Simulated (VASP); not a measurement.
# CuI (Marshite) (F-43m) in VASP: further runs

The runs below take CuI (Marshite) through single point, relaxation of cell and atoms, with LDA.

Everything below comes from runs of VASP 6.6.1. Logs are shortened: lines on timing, memory, paths and dates and some standing lists are left out, and cuts for length are marked.

### Step 1. The cell of the first run

It takes space group F-43m (No. 216, cubic). Conventional cell: a = 5.862 Å, b = 5.862 Å, c = 5.862 Å, α = 90.00°, β = 90.00°, γ = 90.00°. Cu (site symmetry -43m) has 4 I at 2.54 Å within 3.3 Å. I (site symmetry -43m) has 4 Cu at 2.54 Å within 3.3 Å.

### Step 2. Single point, LDA

File INCAR:

```
SYSTEM = CuI
  ALGO = Normal
  EDIFF = 1E-6
  ENCUT = 520
  GGA = CA
  ISIF = 2
  ISMEAR = -1
  LASPH = .True.
  LCHARG = .False.
  LREAL = .False.
  LWAVE = .False.
  NBANDS = 16
  NELM = 60
  PREC = Accurate
  SIGMA = 0.1
```

File KPOINTS:

```
k-points
0
Gamma
  10 10 10
  0 0 0
```

File POSCAR:

```
CuI
1.0
    2.9309887319      2.9309887319      0.0000000000
   -2.9309887319      2.9309887319      0.0000000000
    0.0000000000      2.9309887319      2.9309887319
Cu I
1 1
Direct
    0.7500000000      0.2500000000      0.5000000000
    0.0000000000      0.0000000000      0.0000000000
```

Potentials or basis: VASP PAW LDA potentials, release 64 (Cu, I).

Started as:

```sh
cat potpaw_LDA.64/Cu/POTCAR potpaw_LDA.64/I/POTCAR > POTCAR
mpirun -np 1 vasp_std > vasp.out
```

OUTCAR:

```text
SYSTEM = CuI
   EDIFF = 1E-6
   ENCUT = 520
   GGA = CA
   ISIF = 2
   ISMEAR = -1
   LASPH = .True.
   LREAL = .False.
   NELM = 60
   PREC = Accurate

 ion  position               nearest neighbor table
   1  0.750  0.250  0.500-   2 2.54   2 2.54   2 2.54   2 2.54
   2  0.000  0.000  0.000-   1 2.54   1 2.54   1 2.54   1 2.54

  LATTYP: Found a face centered cubic cell.
 ALAT       =     5.8619774638

  Lattice vectors:

 A1 = (   0.0000000000,   2.9309887319,   2.9309887319)
 A2 = (   2.9309887319,   0.0000000000,   2.9309887319)
 A3 = (   2.9309887319,   2.9309887319,   0.0000000000)

Analysis of symmetry for initial positions (statically):
=====================================================================
 Subroutine PRICEL returns:
 Original cell was already a primitive cell.

 Routine SETGRP: Setting up the symmetry group for a
 face centered cubic supercell.

 Subroutine GETGRP returns: Found 24 space group operations
 (whereof 24 operations were pure point group operations)
 out of a pool of 48 trial point group operations.

The static configuration has the point symmetry T_d .

Analysis of symmetry for dynamics (positions and initial velocities):
=====================================================================
 Subroutine PRICEL returns:
 Original cell was already a primitive cell.

 Routine SETGRP: Setting up the symmetry group for a
 face centered cubic supercell.

 Subroutine GETGRP returns: Found 24 space group operations
 (whereof 24 operations were pure point group operations)
 out of a pool of 48 trial point group operations.

The dynamic configuration has the point symmetry T_d .

 Subroutine INISYM returns: Found 24 space group operations
 (whereof 24 operations are pure point group operations),
 and found     1 'primitive' translations

----------------------------------------------------------------------------------------

                                     Primitive cell

  volume of cell :      50.3585

  direct lattice vectors                    reciprocal lattice vectors
     2.930988732  2.930988732  0.000000000     0.170590898  0.170590898 -0.170590898
    -2.930988732  2.930988732  0.000000000    -0.170590898  0.170590898 -0.170590898
     0.000000000  2.930988732  2.930988732     0.000000000  0.000000000  0.341181796

  length of vectors
     4.145044016  4.145044016  4.145044016     0.295472103  0.295472103  0.341181796

  position of ions in fractional coordinates (direct lattice)
     0.750000000  0.250000000  0.500000000
     0.000000000  0.000000000  0.000000000

  ion indices of the primitive-cell ions
   primitive index   ion index
                 1           1
                 2           2

----------------------------------------------------------------------------------------

 KPOINTS: k-points

Automatic generation of k-mesh.
 Grid dimensions read from file:
 generate k-points for:   10   10   10

 Generating k-lattice:

  Cartesian coordinates                     Fractional coordinates (reciprocal lattice)
     0.017059090  0.017059090 -0.017059090     0.100000000  0.000000000  0.000000000
    -0.017059090  0.017059090 -0.017059090     0.000000000  0.100000000  0.000000000
     0.000000000  0.000000000  0.034118180     0.000000000  0.000000000  0.100000000

  Length of vectors
     0.029547210  0.029547210  0.034118180

  Shift w.r.t. Gamma in fractional coordinates (k-lattice)
     0.000000000  0.000000000  0.000000000

 Subroutine IBZKPT returns following result:
 ===========================================

 Found     47 irreducible k-points:

 Following reciprocal coordinates:
            Coordinates               Weight
  0.000000  0.000000  0.000000      1.000000
  0.100000  0.000000  0.000000      8.000000
  0.200000  0.000000  0.000000      8.000000
  0.300000  0.000000  0.000000      8.000000
  0.400000  0.000000  0.000000      8.000000
  0.500000  0.000000  0.000000      4.000000
[... 16 lines left out ...]
  0.300000  0.300000  0.000000     12.000000
  0.400000  0.300000  0.000000     24.000000
 [... further k-points ...]
   k-points           NKPTS =     47   k-points in BZ     NKDIM =     47   number of bands    NBANDS=     16
   number of dos      NEDOS =    301   number of ions     NIONS =      2
   total plane-waves  NPLWV =  32768
   dimension x,y,z NGX =    32 NGY =   32 NGZ =   32
   dimension x,y,z NGXF=    64 NGYF=   64 NGZF=   64
   ions per type =               1   1
   NGX,Y,Z   is equivalent  to a cutoff of  12.83, 12.83, 12.83 a.u.
   NGXF,Y,Z  is equivalent  to a cutoff of  25.67, 25.67, 25.67 a.u.
 SYSTEM =  CuI
   PREC   = accura    normal or accurate (medium, high low for compatibility)
   ISTART =      0    job   : 0-new  1-cont  2-samecut
   ICHARG =      2    charge: 1-file 2-atom 10-const
   ISPIN  =      1    spin polarized calculation?
   LNONCOLLINEAR =      F non collinear calculations
   LSORBIT =      F    spin-orbit coupling
   LASPH  =      T    aspherical Exc in radial PAW
   ENCUT  =  520.0 eV  38.22 Ry    6.18 a.u.   7.71  7.71  7.71*2*pi/ulx,y,z
   NELM   =     60;   NELMIN=  2; NELMDL= -5     # of ELM steps
   EDIFF  = 0.1E-05   stopping-criterion for ELM
   LREAL  =      F    real-space projection
   EDIFFG = 0.1E-04   stopping-criterion for IOM
   NSW    =      0    number of steps for IOM
   IBRION =     -1    ionic relax: 0-MD 1-quasi-New 2-CG
   NFREE  =      0    steps in history (QN), initial steepest desc. (CG)
   ISIF   =      2    stress and relaxation
   ISYM   =      2    0-nonsym 1-usesym 2-fastsym
   POTIM  = 0.5000    time-step for ionic-motion
   TEBEG  =    0.0;   TEEND  =   0.0 temperature during run
   PSTRESS=    0.0 pullay stress
   NELECT =      18.0000    total number of electrons
   NUPDOWN=      -1.0000    fix difference up-down
   EMIN   =  10.00;   EMAX   =-10.00  energy-range for DOS
   EFERMI =   0.00;   METHOD = LEGACY
   ISMEAR =    -1;   SIGMA  =   0.10  broadening in eV -4-tet -1-fermi 0-gaus
   EFERMI_NEDOS =   21; number of points for ismear=-14 and -15
   IALGO  =     38    algorithm
   IMIX   =      4    mixing-type and parameters
     AMIX     =   0.40;   BMIX     =  1.00
     AMIX_MAG =   1.60;   BMIX_MAG =  1.00
  volume/ion in A,a.u.               =      25.18       169.92
  Fermi-wavevector in a.u.,A,eV,Ry     =   1.161827  2.195535 18.365720  1.349842
  Thomas-Fermi vector in A             =   2.298395
   LORBIT       =      0    0 simple, 1 ext, 2 COOP (PROOUT), +10 PAW based schemes
   GGA     = CA    functional components
   LHFCALC =     F    Hartree Fock is set to
   AEXX    =    0.0000 exact exchange contribution
   IVDW    =     0    specifies the selected vdW correction
   LEPSILON=     F    determine dielectric tensor
   LRPA    =     F    only Hartree local field effects (RPA)
 non-spin polarized calculation
  energy-cutoff  :      520.00
  volume of cell :       50.36
 maximum number of plane-waves:      1380
   NGX = 15   NGY = 15   NGZ = 15

 number of electron      17.9999989 magnetization

 Free energy of the ion-electron system (eV)
  ---------------------------------------------------
  ext. energy  EPLUGINS =         0.00000000
  ---------------------------------------------------
  free energy    TOTEN  =        -6.99665530 eV

  energy without entropy =       -6.99663446  energy(sigma->0) =       -6.99664488

 E-fermi :   6.1184     XC(G=0):  -9.7653

 val. band max:        5.3412975525   @ k =   0.0000   0.0000   0.0000
 cond. band min:       6.6271883355   @ k =   0.0000   0.0000   0.0000
 fundamental gap:      1.2858907830
 Fermi energy:         6.1184480554

 k-point     1 :       0.0000    0.0000    0.0000
  band No.  band energies     occupation
      1      -9.2208      2.00000
      2       1.2088      2.00000
      3       1.2088      2.00000
      4       1.2088      2.00000
      5       2.9608      2.00000
      6       2.9608      2.00000
[... 8 lines left out ...]
     15      15.2011      0.00000
     16      15.2011      0.00000

 k-point     2 :       0.1000    0.0000    0.0000
  band No.  band energies     occupation
      1      -9.1616      2.00000
      2       1.0189      2.00000
      3       1.2165      2.00000
      4       1.2165      2.00000
      5       2.9553      2.00000
      6       2.9553      2.00000
[... 8 lines left out ...]
     15      14.5406      0.00000
     16      14.5406      0.00000

 k-point     3 :       0.2000    0.0000    0.0000
  band No.  band energies     occupation
      1      -8.9988      2.00000
      2       0.5076      2.00000
      3       1.2348      2.00000
      4       1.2348      2.00000
      5       2.9473      2.00000
      6       2.9473      2.00000
[... 8 lines left out ...]
     15      14.0943      0.00000
     16      14.3392      0.00000

 k-point     4 :       0.3000    0.0000    0.0000
  band No.  band energies     occupation
      1      -8.7796      2.00000
      2      -0.1404      2.00000
      3       1.2532      2.00000
      4       1.2532      2.00000
      5       2.9540      2.00000
      6       2.9540      2.00000
[... 8 lines left out ...]
     15      14.4308      0.00000
     16      14.4308      0.00000

 k-point     5 :       0.4000    0.0000    0.0000
  band No.  band energies     occupation
      1      -8.5843      2.00000
      2      -0.6714      2.00000
      3       1.2639      2.00000
      4       1.2639      2.00000
      5       2.9771      2.00000
      6       2.9771      2.00000
[... 8 lines left out ...]
     15      15.4888      0.00000
     16      15.4888      0.00000

 k-point     6 :       0.5000    0.0000    0.0000
  band No.  band energies     occupation
      1      -8.5046      2.00000
      2      -0.8758      2.00000
      3       1.2669      2.00000
      4       1.2669      2.00000
      5       2.9915      2.00000
      6       2.9915      2.00000
[... 8 lines left out ...]
     15      16.5456      0.00000
     16      16.5456      0.00000

 k-point     7 :       0.1000    0.1000    0.0000
  band No.  band energies     occupation
      1      -9.0676      2.00000
      2       0.7593      2.00000
      3       1.1818      2.00000
      4       1.2410      2.00000
      5       2.9321      2.00000
      6       2.9648      2.00000
[... 8 lines left out ...]
     15      14.2603      0.00000
     16      14.9575      0.00000

 k-point     8 :       0.2000    0.1000    0.0000
  band No.  band energies     occupation
      1      -8.8848      2.00000
      2       0.2586      2.00000
      3       1.1409      2.00000
      4       1.2663      2.00000
      5       2.9169      2.00000
      6       2.9730      2.00000
[... 8 lines left out ...]
     15      14.4812      0.00000
     16      15.3993      0.00000

 k-point     9 :       0.3000    0.1000    0.0000
  band No.  band energies     occupation
      1      -8.6706      2.00000
      2      -0.3105      2.00000
      3       1.1116      2.00000
      4       1.2793      2.00000
      5       2.9277      2.00000
      6       2.9859      2.00000
[... 8 lines left out ...]
     15      14.5799      0.00000
     16      15.9820      0.00000
[... 172 lines left out ...]
 k-point    19 :       0.5000    0.2000    0.0000
  band No.  band energies     occupation
      1      -8.4263      2.00000
      2      -0.5818      2.00000
      3       0.8286      2.00000
      4       1.2438      2.00000
      5       2.8978      2.00000
      6       3.0011      2.00000
[... 8 lines left out ...]
     15      16.5912      0.00000
     16      16.6436      0.00000

 k-point    20 :      -0.4000    0.2000    0.0000
  band No.  band energies     occupation
      1      -8.5648      2.00000
      2      -0.3315      2.00000
      3       1.0200      2.00000
      4       1.2176      2.00000
      5       2.8765      2.00000
      6       3.0144      2.00000
[... 8 lines left out ...]
     15      16.3790      0.00000
     16      16.4442      0.00000

 k-point    21 :      -0.3000    0.2000    0.0000
  band No.  band energies     occupation
      1      -8.7565      2.00000
      2       0.0662      2.00000
      3       1.1583      2.00000
      4       1.1999      2.00000
      5       2.8541      2.00000
      6       3.0070      2.00000
[... 8 lines left out ...]
     15      15.7591      0.00000
     16      16.6376      0.00000

 k-point    22 :      -0.2000    0.2000    0.0000
  band No.  band energies     occupation
      1      -8.9242      2.00000
      2       0.4495      2.00000
      3       1.1958      2.00000
      4       1.1958      2.00000
      5       2.8732      2.00000
      6       2.9945      2.00000
[... 8 lines left out ...]
     15      15.6113      0.00000
     16      16.1738      0.00000

 k-point    23 :       0.3000    0.3000    0.0000
  band No.  band energies     occupation
      1      -8.3809      2.00000
      2      -0.2933      2.00000
      3       0.3134      2.00000
      4       1.2792      2.00000
      5       2.8612      2.00000
      6       2.9335      2.00000
[... 8 lines left out ...]
     15      14.2788      0.00000
     16      18.3826      0.00000

 k-point    24 :       0.4000    0.3000    0.0000
  band No.  band energies     occupation
      1      -8.3137      2.00000
      2      -0.4286      2.00000
      3       0.3816      2.00000
      4       1.2527      2.00000
      5       2.8158      2.00000
      6       2.9738      2.00000
[... 8 lines left out ...]
     15      15.3757      0.00000
     16      18.2555      0.00000

 [... further k-points ...]

------------------------ aborting loop because EDIFF is reached ----------------------------------------

  FORCE on cell =-STRESS in cart. coord.  units (eV):
  Direction    XX          YY          ZZ          XY          YZ          ZX
  --------------------------------------------------------------------------------------
  -------------------------------------------------------------------------------------
  Total        0.0691422      0.0691422      0.0691422      0.0000000      0.0000000      0.0000000
  in kB        2.1997895      2.1997895      2.1997895      0.0000000      0.0000000      0.0000000
  external PRESSURE =       2.1997895 kB  Pullay stress =       0.0000000 kB

 VOLUME and BASIS-vectors are now :
 -----------------------------------------------------------------------------
  energy-cutoff  :      520.00
  volume of cell :       50.36
      direct lattice vectors                 reciprocal lattice vectors
     2.930988732  2.930988732  0.000000000     0.170590898  0.170590898 -0.170590898
    -2.930988732  2.930988732  0.000000000    -0.170590898  0.170590898 -0.170590898
     0.000000000  2.930988732  2.930988732     0.000000000  0.000000000  0.341181796

 POSITION                                       TOTAL-FORCE (eV/Angst)
 -----------------------------------------------------------------------------------
      1.46549      4.39648      1.46549         0.000000      0.000000     -0.000000
      0.00000      0.00000      0.00000        -0.000000     -0.000000      0.000000
 -----------------------------------------------------------------------------------
    total drift:                                0.000000     -0.000000     -0.000000

  FREE ENERGIE OF THE ION-ELECTRON SYSTEM (eV)
  ---------------------------------------------------
  free  energy   TOTEN  =        -6.9966552956 eV

  energy  without entropy=       -6.9966344623  energy(sigma->0) =       -6.99664488
```

It took 19 s on 1 thread of AMD EPYC 9R45 (Zen 5), shared host; peak memory 0.15 GiB.

Results:

```
Free energy            : -6.9967 eV
Pressure               : 0.2 GPa
Band gap on the k mesh : 1.29 eV, direct
```

Levels at points of the mesh, in eV from the valence-band top:
| k point | band 5 | band 6 | band 7 | band 8 | band 9 | band 10 | band 11 | band 12 | band 13 | band 14 |
| --- | --- | --- | --- | --- | --- | --- | --- | --- | --- | --- |
| (0.00, 0.00, 0.00) | -2.38 | -2.38 | 0.00 | 0.00 | 0.00 | 1.29 | 4.75 | 4.75 | 4.75 | 8.12 |
| (0.50, 0.00, 0.00) | -2.35 | -2.35 | -2.30 | -0.90 | -0.90 | 2.15 | 5.32 | 5.32 | 7.37 | 9.44 |
| (0.50, 0.50, 0.00) | -2.43 | -2.30 | -2.28 | -1.93 | -1.93 | 2.41 | 2.78 | 9.78 | 10.24 | 10.24 |

Caveat: spin-orbit coupling is left out, which moves the levels of the heavy elements.

(Continued in part 2 of 2.)
